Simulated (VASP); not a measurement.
Crystal: C.

```
C
1.0
     2.53880    0.00000    0.00000
    -1.26940    2.19867    0.00000
     0.00000    0.00000    8.29165
C
8
Cartesian
  1.2694 0.7329 6.9961
  0.0000 1.4658 2.8503
  1.2694 0.7329 5.4414
  0.0000 1.4658 1.2956
  0.0000 0.0000 7.5143
  0.0000 0.0000 3.3685
  0.0000 0.0000 4.9232
  0.0000 0.0000 0.7773
```

Base run:

```yaml
Program: VASP 6.6.1
Functional: r2SCAN
Dispersion: rVV10
Potentials_or_basis: VASP PAW PBE potentials, release 64 (C)
Cutoff: 520 eV
k_mesh: 12 × 12 × 4
Occupations: fermi-dirac, width 0.05 eV
Spin: no spin polarisation
```

Its results: band gap on the k mesh 4.53 eV, indirect (least direct gap 5.35 eV); pressure -10.3 GPa; largest force 0.350 eV/Å.

**Question.** The run is repeated on the same cell with these changes: dispersion from rVV10 to D3(BJ). What comes out?

**Answer.** Band gap on the k mesh 4.57 eV, indirect (least direct gap 5.36 eV); pressure -11.9 GPa; largest force 0.348 eV/Å.

Caveats: the PAW data sets were made with another functional, which shifts forces and pressure a little.

A k mesh can miss the band edges.
